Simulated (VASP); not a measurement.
Write the native input for VASP 6.6.1 that does the following.

```yaml
Task: single point
Functional: RPBE
Potentials_or_basis: VASP PAW PBE potentials, release 64 (Fe)
Cutoff: 520 eV
k_mesh: 15 × 15 × 15
Occupations: fermi-dirac, width 0.1 eV
Spin: no spin polarisation
Dipole_correction: no
Further_INCAR_settings: ALGO = Normal; EDIFF = 1e-07; NBANDS = 10
```

The structure of Fe lies in POSCAR:

```
Fe
1.0
    2.3760799586      0.0000000000      0.0000000000
    0.0000000000      2.3760799586      0.0000000000
    0.0000000000      0.0000000000      2.3760799586
Fe
1
Direct
    0.0000000000      0.0000000000      0.0000000000
```

This cell differs from its parent crystal: volume scaled by 1.12.

One way to write it, as run:

INCAR

```
SYSTEM = Fe
PREC = Accurate ; ENCUT = 520
EDIFF = 1E-7 ; ISMEAR = -1
SIGMA = 0.1 ; LREAL = .FALSE.
LASPH = .TRUE. ; NELM = 60
ALGO = Normal ; ISIF = 2
LWAVE = .FALSE. ; LCHARG = .TRUE.
GGA = RP ; LELF = .TRUE.
LVHAR = .TRUE. ; NBANDS = 10
```

KPOINTS

```
regular mesh
0
G
  15 15 15
  0 0 0
```

Potentials or basis: VASP PAW PBE potentials, release 64 (Fe).

Launch:

```console
$ cat potpaw_PBE.64/Fe/POTCAR > POTCAR
$ mpirun -np 1 vasp_std > vasp.out
```

It gave:

The pressure is -16.9 GPa and the band gap on the k mesh is zero (band 4 reaches 6.21 eV, above the bottom of band 5 at 4.02 eV).

Caveat: the PAW data sets were made with another functional, which shifts forces and pressure a little; the run has no spin polarisation, though such a crystal can be magnetic.

Run time: 7.9 s on 1 thread of Intel(R) Xeon(R) Platinum 8488C (Sapphire Rapids), on a shared host, peak memory 0.12 GiB.
